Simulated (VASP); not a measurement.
# SiC (Moissanite) (P6_3mc) in VASP: a series of runs, part 3 of 3

VASP 6.6.1. Earlier steps stand in the parts before.

### 5 Single point, PBEsol

This run uses another cell than the first one, of 11.38 Å³/atom, 1.073 times its volume.

INCAR

```
ALGO = Normal ; EDIFF = 1E-7
ENCUT = 520 ; GGA = PS
ISIF = 2 ; ISMEAR = 0
LASPH = True ; LCHARG = False
LREAL = False ; LWAVE = False
NBANDS = 16 ; NELM = 80
PREC = Accurate ; SIGMA = 0.01
```

KPOINTS

```
k-points
0
Gamma
  12 12 4
```

POSCAR

```
SiC
1.0
    3.1752936351      0.0000000000      0.0000000000
   -1.5876468176      2.7498848059      0.0000000000
    0.0000000000      0.0000000000      5.2109500228
Si C
2 2
Direct
    0.3333333333      0.6666666667      0.0000000000
    0.6666666667      0.3333333333      0.5000000000
    0.3333333333      0.6666666667      0.3850000000
    0.6666666667      0.3333333333      0.8850000000
```

Potentials or basis: VASP PAW PBE potentials, release 64 (Si, C).

Command:

```sh
$ cat potpaw_PBE.64/Si/POTCAR potpaw_PBE.64/C/POTCAR > POTCAR
$ mpirun -np 1 vasp_std > vasp.out
```

OUTCAR:

```text
EDIFF = 1E-7
   ENCUT = 520
   GGA = PS
   ISIF = 2
   ISMEAR = 0
   LASPH = True
   LREAL = False
   NELM = 80
   PREC = Accurate

 ion  position               nearest neighbor table
   1  0.333  0.667  0.000-   4 1.93   4 1.93   4 1.93   3 2.01
   2  0.667  0.333  0.500-   3 1.93   3 1.93   3 1.93   4 2.01
   3  0.333  0.667  0.385-   2 1.93   2 1.93   2 1.93   1 2.01
   4  0.667  0.333  0.885-   1 1.93   1 1.93   1 1.93   2 2.01

  LATTYP: Found a hexagonal cell.
 ALAT       =     3.1752936351
 C/A-ratio  =     1.6410923277

  Lattice vectors:

 A1 = (   3.1752936351,   0.0000000000,   0.0000000000)
 A2 = (  -1.5876468176,   2.7498848059,   0.0000000000)
 A3 = (   0.0000000000,   0.0000000000,   5.2109500228)

Analysis of symmetry for initial positions (statically):
=====================================================================
 Subroutine PRICEL returns:
 Original cell was already a primitive cell.

 Routine SETGRP: Setting up the symmetry group for a
 hexagonal supercell.

 Subroutine GETGRP returns: Found 12 space group operations
 (whereof  6 operations were pure point group operations)
 out of a pool of 24 trial point group operations.

The static configuration has the point symmetry C_3v.
 The point group associated with its full space group is C_6v.

Analysis of symmetry for dynamics (positions and initial velocities):
=====================================================================
 Subroutine PRICEL returns:
 Original cell was already a primitive cell.

 Routine SETGRP: Setting up the symmetry group for a
 hexagonal supercell.

 Subroutine GETGRP returns: Found 12 space group operations
 (whereof  6 operations were pure point group operations)
[... 119 lines left out ...]
   NUPDOWN=      -1.0000    fix difference up-down
   EMIN   =  10.00;   EMAX   =-10.00  energy-range for DOS
   EFERMI =   0.00;   METHOD = LEGACY
   ISMEAR =     0;   SIGMA  =   0.01  broadening in eV -4-tet -1-fermi 0-gaus
   EFERMI_NEDOS =   21; number of points for ismear=-14 and -15
   IALGO  =     38    algorithm
   IMIX   =      4    mixing-type and parameters
     AMIX     =   0.40;   BMIX     =  1.00
     AMIX_MAG =   1.60;   BMIX_MAG =  1.00
  volume/ion in A,a.u.               =      11.38        76.76
  Fermi-wavevector in a.u.,A,eV,Ry     =   1.155517  2.183611 18.166769  1.335220
  Thomas-Fermi vector in A             =   2.292145
   LORBIT       =      0    0 simple, 1 ext, 2 COOP (PROOUT), +10 PAW based schemes
   GGA     = PS    functional components
   LHFCALC =     F    Hartree Fock is set to
   AEXX    =    0.0000 exact exchange contribution
   IVDW    =     0    specifies the selected vdW correction
   LEPSILON=     F    determine dielectric tensor
   LRPA    =     F    only Hartree local field effects (RPA)
 non-spin polarized calculation
 Gauss-broadening in eV      SIGMA  =   0.01
  energy-cutoff  :      520.00
  volume of cell :       45.50
 maximum number of plane-waves:      1260
 NGX is ok and might be reduce to    24
   NGX = 11   NGY = 11   NGZ = 19

 number of electron      16.0000001 magnetization

 Free energy of the ion-electron system (eV)
  ---------------------------------------------------
  ext. energy  EPLUGINS =         0.00000000
  ---------------------------------------------------
  free energy    TOTEN  =       -31.55655393 eV

  energy without entropy =      -31.55655393  energy(sigma->0) =      -31.55655393

 E-fermi :   7.3750     XC(G=0): -11.0923

 val. band max:        7.3112905611   @ k =   0.0000   0.0000   0.0000
 cond. band min:       9.6125645735   @ k =   0.5000   0.0000   0.0000
 fundamental gap:      2.3012740124
 Fermi energy:         7.3749700176

 k-point     1 :       0.0000    0.0000    0.0000
  band No.  band energies     occupation
      1      -7.6914      2.00000
      2      -4.5023      2.00000
      3      -0.8993      2.00000
      4       5.8017      2.00000
      5       5.8017      2.00000
      6       7.0339      2.00000
[... 433 lines left out ...]
      3       0.2437      2.00000
      4       1.9965      2.00000
      5       2.5459      2.00000
      6       4.4951      2.00000
[... 8 lines left out ...]
     15      17.5911      0.00000
     16      18.0755      0.00000

 [... further k-points ...]
[... 5 lines left out ...]
  --------------------------------------------------------------------------------------
  -------------------------------------------------------------------------------------
  Total       -4.6957415     -4.6957410     -5.1634744      0.0000000      0.0000000      0.0000000
  in kB     -165.3481965   -165.3481789   -181.8181795      0.0000000      0.0000000      0.0000000
  external PRESSURE =    -170.8381849 kB  Pullay stress =       0.0000000 kB

 VOLUME and BASIS-vectors are now :
 -----------------------------------------------------------------------------
  energy-cutoff  :      520.00
  volume of cell :       45.50
      direct lattice vectors                 reciprocal lattice vectors
     3.175293635  0.000000000  0.000000000     0.314931504  0.181825798  0.000000000
    -1.587646818  2.749884806  0.000000000     0.000000000  0.363651597  0.000000000
     0.000000000  0.000000000  5.210950023     0.000000000  0.000000000  0.191903587

 POSITION                                       TOTAL-FORCE (eV/Angst)
 -----------------------------------------------------------------------------------
     -0.00000      1.83326      0.00000        -0.000000     -0.000000      0.611818
      1.58765      0.91663      2.60548        -0.000000      0.000000      0.611818
     -0.00000      1.83326      2.00622         0.000000     -0.000000     -0.611818
      1.58765      0.91663      4.61169         0.000000      0.000000     -0.611818
 -----------------------------------------------------------------------------------
    total drift:                               -0.000000      0.000000     -0.000265

  FREE ENERGIE OF THE ION-ELECTRON SYSTEM (eV)
  ---------------------------------------------------
  free  energy   TOTEN  =       -31.5565539268 eV

  energy  without entropy=      -31.5565539268  energy(sigma->0) =      -31.55655393
```

OSZICAR:

```text
N       E                     dE             d eps       ncg     rms          rms(c)
DAV:   1     0.240683250558E+02    0.24068E+02   -0.68796E+03  1824   0.877E+02
DAV:   2    -0.320419924356E+02   -0.56110E+02   -0.50807E+02  2600   0.155E+02
DAV:   3    -0.346567388993E+02   -0.26147E+01   -0.26039E+01  2440   0.308E+01
DAV:   4    -0.346778953693E+02   -0.21156E-01   -0.21154E-01  2192   0.336E+00
DAV:   5    -0.346781237858E+02   -0.22842E-03   -0.22841E-03  2408   0.333E-01    0.111E+01
DAV:   6    -0.316419220141E+02    0.30362E+01   -0.54921E+00  2304   0.141E+01    0.496E+00
DAV:   7    -0.315873103762E+02    0.54612E-01   -0.83815E-01  2568   0.527E+00    0.224E+00
DAV:   8    -0.315595300474E+02    0.27780E-01   -0.43627E-02  2024   0.131E+00    0.531E-01
DAV:   9    -0.315563663604E+02    0.31637E-02   -0.58748E-03  2328   0.512E-01    0.117E-01
DAV:  10    -0.315565467486E+02   -0.18039E-03   -0.77619E-04  2224   0.160E-01    0.556E-02
DAV:  11    -0.315565536358E+02   -0.68872E-05   -0.58341E-05  2256   0.525E-02    0.114E-02
DAV:  12    -0.315565537713E+02   -0.13557E-06   -0.54876E-06  2232   0.151E-02    0.407E-03
DAV:  13    -0.315565539368E+02   -0.16545E-06   -0.56015E-07  2408   0.496E-03    0.222E-03
DAV:  14    -0.315565539268E+02    0.99326E-08   -0.56060E-08  1264   0.159E-03
   1 F= -.31556554E+02 E0= -.31556554E+02  d E =-.239907E-22
```

Run time: 18 s. Hardware: 1 thread of AMD EPYC 9R45 (Zen 5), shared host; peak memory 0.14 GiB.

Results:

```yaml
Free_energy: -31.5566 eV
Pressure: -17.1 GPa
Largest_force: 0.612 eV/Å
Band_gap_on_the_k_mesh: 2.30 eV, indirect (least direct gap 3.76 eV)
```

Forces on the atoms (eV/Å):
```
Si   0.000  0.000  0.612
Si   0.000  0.000  0.612
C    0.000  0.000 -0.612
C    0.000  0.000 -0.612
```

Levels at points of the mesh, in eV from the valence-band top:
```
           k point  band 4  band 5  band 6  band 7  band 8  band 9  band 10  band 11  band 12  band 13
(0.00, 0.00, 0.00)   -1.51   -1.51   -0.28   -0.28    0.00    3.76     4.97     5.91     5.91     6.70
(0.50, 0.00, 0.00)   -6.36   -5.13   -3.37   -3.04   -1.46    2.30     3.97     5.94     6.77     8.82
(0.00, 0.00, 0.50)   -4.30   -0.94   -0.94   -0.94   -0.94    4.82     4.82     6.60     6.60     6.60
(0.50, 0.00, 0.50)   -8.09   -2.57   -2.57   -2.25   -2.25    2.84     2.84     4.51     4.51     9.66
```

Caveat: the PAW data sets were made with another functional, which shifts forces and pressure a little. A k mesh can miss the band edges.

### 6 The runs side by side

| cell | gap on the mesh (eV) | pressure (GPa) | largest force (eV/Å) |
| --- | --- | --- | --- |
| a = 3.101, b = 3.101, c = 5.090 Å, angles 90.0, 90.0, 120.0°, 4 atoms | 2.21 | -4.7 | 0.71 |
| a = 3.126, b = 3.126, c = 5.131 Å, angles 90.0, 90.0, 120.0°, 4 atoms | 2.25 | -9.3 | 0.68 |
| a = 3.151, b = 3.151, c = 5.171 Å, angles 90.0, 90.0, 120.0°, 4 atoms | 2.29 | -13.4 | 0.64 |
| a = 3.175, b = 3.175, c = 5.211 Å, angles 90.0, 90.0, 120.0°, 4 atoms | 2.30 | -17.1 | 0.61 |

Alike in all rows: task single point; level PBEsol; potentials or basis VASP PAW PBE potentials, release 64 (Si, C); no spin polarisation; k mesh 12 × 12 × 4; cutoff (eV) 520; smearing gaussian 0.01 eV.

Caveats: the PAW data sets were made with another functional, which shifts forces and pressure a little.

Absolute energies hang on the potentials; compare differences alone.
